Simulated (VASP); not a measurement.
Here is a VASP 6.6.1 calculation.

The input POSCAR:

```
LiCl
1.0
    0.0000000000      2.8915590114      2.4768618153
    2.8915590114      0.0000000000      2.4768618153
    2.8915590114      2.8915590114      0.0000000000
Li Cl
1 1
Direct
    0.0000000000      0.0000000000      0.0000000000
    0.2500000000      0.2500000000      0.2500000000
```

File INCAR.step1:

```
SYSTEM = LiCl
PREC     = Accurate       ! precision mode
ENCUT    = 520            ! plane-wave cutoff, eV
ISMEAR   = 0              ! smearing method
SIGMA    = 0.01           ! smearing width, eV
LREAL    = .False.        ! projectors in reciprocal space
LASPH    = .True.         ! aspherical terms in the spheres
NELM     = 60             ! most SCF steps
NBANDS   = 12             ! bands
GGA      = PE             ! functional
ALGO     = Normal         ! electronic algorithm
EDIFF    = 1E-4           ! SCF threshold, eV
LWAVE    = .True.         ! write WAVECAR
LCHARG   = .False.        ! write CHGCAR
```

Contents of INCAR.step2:

```
SYSTEM = LiCl
PREC     = Accurate       ! precision mode
ENCUT    = 520            ! plane-wave cutoff, eV
EDIFF    = 1E-6           ! SCF threshold, eV
ISMEAR   = 0              ! smearing method
SIGMA    = 0.01           ! smearing width, eV
LREAL    = .False.        ! projectors in reciprocal space
LASPH    = .True.         ! aspherical terms in the spheres
NELM     = 60             ! most SCF steps
ALGO     = Normal         ! electronic algorithm
ISIF     = 2              ! what is computed and relaxed
LWAVE    = .False.        ! write WAVECAR
LCHARG   = .False.        ! write CHGCAR
METAGGA  = R2SCAN         ! meta-GGA
LMIXTAU  = .True.       
NBANDS   = 12             ! bands
ISTART   = 1
```

Contents of KPOINTS:

```
regular mesh
0
Gamma
  8 8 8
  0 0 0
```

Potentials or basis: VASP PAW PBE potentials, release 64 (Li_sv, Cl).

Run with:

```bash
$ cat potpaw_PBE.64/Li_sv/POTCAR potpaw_PBE.64/Cl/POTCAR > POTCAR
$ cp INCAR.step1 INCAR
$ mpirun -np 1 vasp_std > vasp.out
$ cp INCAR.step2 INCAR
$ mpirun -np 1 vasp_std > vasp.out
```

Predict the band gap on the k mesh.

6.55 eV, direct.

Caveat: the cell differs from its parent crystal (epitaxial xy strain +5.8%). A k mesh can miss the band edges.
